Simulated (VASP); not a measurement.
## Au: relaxation of cell and atoms with PBEsol

The system is Au.

```
Au
1.0
    -1.65727    1.65727    1.65727
     1.65727   -1.65727    1.65727
     1.65727    1.65727   -1.65727
Au
1
Direct
  0.00000 0.00000 0.00000
```

This isn't the form of Au at room conditions, which is fcc.

```json
{"Program": "VASP 6.6.1", "Task": "relaxation of cell and atoms", "Functional": "PBEsol", "Potentials or basis": "VASP PAW PBE potentials, release 64 (Au)", "Cutoff": "500 eV", "k mesh": "10 × 10 × 10", "Occupations": "gaussian, width 0.1 eV", "Spin": "no spin polarisation", "Target pressure": "60 GPa", "Dipole correction": "no", "Further INCAR settings": "ALGO = Normal; EDIFF = 1e-07; IBRION = 2; EDIFFG = -0.01; NSW = 80; ISIF = 3"}
```

```
Relaxed volume                                             : 13.98 Å³/atom
Relaxed cell                                               : a = 2.628 Å, b = 2.628 Å, c = 2.628 Å, α = 109.47°, β = 109.47°, γ = 109.47°
Space group after relaxing (to 0.1 Å)                      : Im-3m (No. 229)
Energy change on relaxing (the run minimises the enthalpy) : +414.2 meV/atom
Ionic steps                                                : 10
Pressure after relaxing                                    : 60.0 GPa
Band gap on the k mesh                                     : zero (an odd number of electrons rules out a gap without spin polarisation)
```

Step by step:
| step | energy change (eV) | largest force (eV/Å) | pressure (GPa) | volume (Å³) |
| --- | --- | --- | --- | --- |
| 1 | 0.0000 | 0.0000 | -9.83 | 18.21 |
| 2 | 80.8776 | 0.0000 | 6414.64 | 4.28 |
| 3 | -0.0334 | 0.0000 | 5.33 | 16.52 |
| 4 | -0.0006 | 0.0000 | 13.37 | 15.95 |
| 5 | 0.6079 | 0.0000 | 76.82 | 13.52 |
| 6 | 0.3817 | 0.0000 | 57.02 | 14.06 |
| 7 | 0.4129 | 0.0000 | 59.85 | 13.98 |
| 8 | 0.4423 | 0.0000 | 62.49 | 13.90 |
| 9 | 0.3122 | 0.0000 | 50.52 | 14.27 |
| 10 | 0.4142 | 0.0000 | 59.99 | 13.98 |

Final structure:
```
Au
1.0
    -1.51740    1.51740    1.51740
     1.51740   -1.51740    1.51740
     1.51740    1.51740   -1.51740
Au
1
Direct
  0.00000 0.00000 0.00000
```

Levels at points of the mesh, in eV from the Fermi level:
| k point | band 2 | band 3 | band 4 | band 5 | band 6 | band 7 | band 8 | band 9 |
| --- | --- | --- | --- | --- | --- | --- | --- | --- |
| (0.00, 0.00, 0.00) | -6.26 | -6.26 | -6.26 | -3.60 | -3.60 | 16.20 | 16.20 | 16.20 |
| (0.50, 0.00, 0.00) | -7.80 | -3.77 | -3.25 | -1.73 | -1.34 | 4.82 | 12.14 | 15.25 |
| (0.50, 0.50, 0.50) | -9.08 | -1.91 | -1.91 | -1.91 | 6.34 | 6.34 | 6.34 | 12.24 |

Wall time 110 s on 1 thread of AMD EPYC 7R43 64-Core Processor (Zen 3) (shared host), peak memory 0.16 GiB.

Caveat: the cell is relaxed towards a set pressure, so the run minimises the enthalpy, not the energy; the volume moved by over 15 % at a fixed basis, so the end points are rough; the PAW data sets were made with another functional, which shifts forces and pressure a little; spin-orbit coupling is left out, which moves the levels of the heavy elements.
